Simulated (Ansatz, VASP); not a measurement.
# ZnO in VASP and in Ansatz

```xyz
4
Lattice="3.2353 0.0000 0.0000 -1.6177 2.8019 0.0000 0.0000 0.0000 5.1067" Properties=species:S:1:pos:R:3 pbc="T T T"
Zn    0.0000    1.8679   -0.0262
Zn    1.6177    0.9340    2.5271
O     0.0000    1.8679    1.9413
O     1.6177    0.9340    4.4946
```

Change from the starting cell: uniaxial_z strain -2.0%.

Alike in both runs: task single point; functional r2SCAN; k mesh 12 × 12 × 6; no spin polarisation.

|  | VASP | Ansatz |
| --- | --- | --- |
| version | VASP 6.6.1 | Ansatz 0.2.0 |
| potentials or method | VASP PAW PBE potentials, release 64 (Zn, O) | plane waves, PAW |
| plane-wave cutoff (eV) | 520 | 500 |
| occupations | gaussian, width 0.01 eV | fixed |
| valence electrons in the cell | 36 | 36 |

Ansatz gave:

```
gap on the k mesh at the Fermi level (eV)                     : 1.29
pressure (GPa)                                                : 3.1
traceless stress, the component that is largest in VASP (GPa) : 1.31
rms of the force components (eV/Å)                            : 0.000
```

**Question.** What did VASP give for the same quantities?

**Answer.** gap on the k mesh at the Fermi level (eV): 1.29; pressure (GPa): 4.2; traceless stress, the component that is largest in VASP (GPa): 1.34; rms of the force components (eV/Å): 0.003.

VASP's potentials were made for PBE, not for r2SCAN. Atom by atom the forces differ by 0.003 eV/Å (rms over components).
